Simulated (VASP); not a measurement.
# WF: relaxation of cell and atoms with PBE

The system is WF.

```
W F
1.0
     0.00000    2.45905    2.45905
     2.45905    0.00000    2.45905
     2.45905    2.45905    0.00000
W F
1 1
Direct
  0.00000 0.00000 0.00000
  0.75000 0.75000 0.75000
```

```json
{"Program": "VASP 6.6.1", "Task": "relaxation of cell and atoms", "Functional": "PBE", "Potentials or basis": "VASP PAW PBE potentials, release 64 (W_sv, F)", "Cutoff": "600 eV", "k mesh": "6 × 6 × 6", "Occupations": "gaussian, width 0.1 eV", "Spin": "no spin polarisation", "Dipole correction": "no", "Further INCAR settings": "ALGO = Normal; EDIFF = 1e-06; IBRION = 2; EDIFFG = -0.04; NSW = 90; ISIF = 3"}
```

```yaml
Relaxed_volume: 14.35 Å³/atom
Relaxed_cell: a = 3.436 Å, b = 3.436 Å, c = 3.436 Å, α = 60.00°, β = 60.00°, γ = 60.00°
Space_group_after_relaxing_to_0.1_Å: F-43m (No. 216)
Energy_gained_by_relaxing: 8.8 meV/atom
Ionic_steps: 3
Pressure_after_relaxing: -0.1 GPa
Band_gap_on_the_k_mesh: zero (an odd number of electrons rules out a gap without spin polarisation)
```

The path:
```csv
step,energy change (eV),largest force (eV/Å),pressure (GPa),volume (Å³)
1,0.0000,0.0000,-5.21,29.74
2,0.0002,0.0000,6.02,27.71
3,-0.0177,0.0000,-0.08,28.70
```

Final structure:
```
CELL_PARAMETERS angstrom
0.00000 2.42995 2.42995
2.42995 0.00000 2.42995
2.42995 2.42995 0.00000
ATOMIC_POSITIONS crystal
W 0.00000 0.00000 0.00000
F 0.75000 0.75000 0.75000
```

Levels at points of the mesh, in eV from the Fermi level:
| k point | band 9 | band 10 | band 11 | band 12 | band 13 | band 14 |
| --- | --- | --- | --- | --- | --- | --- |
| (0.00, 0.00, 0.00) | -4.35 | -0.32 | -0.32 | 1.69 | 1.69 | 1.69 |
| (0.50, 0.00, 0.00) | -1.80 | -0.32 | -0.32 | 1.56 | 1.56 | 1.96 |
| (0.50, 0.50, 0.00) | -2.54 | -1.60 | 0.92 | 1.62 | 1.62 | 5.40 |

Wall time 34 s on 1 thread of Intel Xeon 8259CL (shared host), peak memory 0.16 GiB.

Caveat: the k points lie up to 0.37 Å⁻¹ apart in the final cell, too coarse for converged energies and pressures of a metal; spin-orbit coupling is left out, which moves the levels of the heavy elements; an odd number of electrons without spin polarisation forces a metal; a magnetic or distorted state may lie lower.
